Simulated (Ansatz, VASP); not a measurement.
**Al9H in VASP and in Ansatz**

INCAR

```
  ALGO = Normal
  DIPOL = 0.5 0.5 0.294
  EDIFF = 1E-6
  ENCUT = 520
  GGA = PE
  IDIPOL = 3
  ISIF = 2
  ISMEAR = 0
  LASPH = True
  LCHARG = True
  LDIPOL = True
  LELF = True
  LREAL = Auto
  LVACPOTAV = True
  LVHAR = True
  LWAVE = False
  NBANDS = 44
  NELM = 100
  PREC = Accurate
  SIGMA = 0.1
```

The input KPOINTS:

```
k-points
0
Gamma
  5 3 1
```

POSCAR

```
Al9H
1.0
    5.7070863106      0.0000000000      0.0000000000
   -1.4267715776      9.7014842380      0.0000000000
    0.0000000000      0.0000000000     22.7903703519
Al H
18 2
Direct
    0.2662216041      0.0648864163      0.1755127248
    0.7662216041      0.0648864163      0.1755127248
    0.3354806058      0.3419224231      0.2192029854
    0.8354806058      0.3419224231      0.2192029854
    0.1493324061      0.5973296244      0.2279410375
    0.6493324061      0.5973296244      0.2279410375
    0.4631842064      0.8527368258      0.2366790896
    0.9631842065      0.8527368258      0.2366790896
    0.0319772093      0.1277109169      0.2808262502
    0.5319772093      0.1277109169      0.2808262502
    0.0997917601      0.4042231294      0.3301071124
    0.5997917601      0.4042231294      0.3301071124
    0.4144000537      0.6596656514      0.3369822081
    0.9144000537      0.6596656514      0.3369822081
    0.2263076916      0.9110819252      0.3449259130
    0.7263076916      0.9110819252      0.3449259130
    0.2962427243      0.1814072004      0.3857054631
    0.7962427243      0.1814072004      0.3857054631
    0.6062643800      0.3863895871      0.4054506447
    0.6062643800      0.4628746302      0.4054506447
```

Input for Ansatz:

```yaml
crystal:
  lattice:
    - [5.7070863106, 0.0, 0.0]
    - [-1.4267715776, 9.701484238, 0.0]
    - [0.0, 0.0, 22.7903703519]
  atoms:
    - { symbol: Al, position: [0.2662216041, 0.0648864163, 0.1755127248] }
    - { symbol: Al, position: [0.7662216041, 0.0648864163, 0.1755127248] }
    - { symbol: Al, position: [0.3354806058, 0.3419224231, 0.2192029854] }
    - { symbol: Al, position: [0.8354806058, 0.3419224231, 0.2192029854] }
    - { symbol: Al, position: [0.1493324061, 0.5973296244, 0.2279410375] }
    - { symbol: Al, position: [0.6493324061, 0.5973296244, 0.2279410375] }
    - { symbol: Al, position: [0.4631842064, 0.8527368258, 0.2366790896] }
    - { symbol: Al, position: [0.9631842065, 0.8527368258, 0.2366790896] }
    - { symbol: Al, position: [0.0319772093, 0.1277109169, 0.2808262502] }
    - { symbol: Al, position: [0.5319772093, 0.1277109169, 0.2808262502] }
    - { symbol: Al, position: [0.0997917601, 0.4042231294, 0.3301071124] }
    - { symbol: Al, position: [0.5997917601, 0.4042231294, 0.3301071124] }
    - { symbol: Al, position: [0.4144000537, 0.6596656514, 0.3369822081] }
    - { symbol: Al, position: [0.9144000537, 0.6596656514, 0.3369822081] }
    - { symbol: Al, position: [0.2263076916, 0.9110819252, 0.344925913] }
    - { symbol: Al, position: [0.7263076916, 0.9110819252, 0.344925913] }
    - { symbol: Al, position: [0.2962427243, 0.1814072004, 0.3857054631] }
    - { symbol: Al, position: [0.7962427243, 0.1814072004, 0.3857054631] }
    - { symbol: H, position: [0.60626438, 0.3863895871, 0.4054506447] }
    - { symbol: H, position: [0.60626438, 0.4628746302, 0.4054506447] }
basis:
  ecutwfc: 420
kpoints:
  mp_grid: { grid: [5, 3, 1] }
hamiltonian:
  xc: pbe
  pseudopotentials: { kind: paw, azcp: { folder: soft_1 } }
scf:
  occupations: { method: gaussian, width: 0.1 }
output:
  forces: true
  eigenvalues: true
efield:
  axis: 3
  dipole_correction: true
  ramp_width: 0.04
```

Alike in both runs: task single point; functional PBE; k mesh 5 × 3 × 1; occupations gaussian, width 0.1 eV; no spin polarisation.

```csv
,VASP,Ansatz
version,VASP 6.6.1,Ansatz 0.2.0
potentials or method,"VASP PAW PBE potentials, release 64 (Al, H), cutoff 520 eV","scalar-relativistic, plane waves, PAW"
valence electrons in the cell,56,56
```

```csv
,VASP,Ansatz,Ansatz less VASP
gap on the k mesh at the Fermi level (eV),none,none,-
rms of the force components (eV/Å),0.409,0.413,+0.0034
"work function, face that differs most (eV)",4.20,4.19,-0.002
```

Atom by atom the forces differ by 0.004 eV/Å (rms over components). A gap of «none» marks a metal or a gap that the smearing closes. The functional is the same, so the differences come from potentials, cutoffs and numerics.
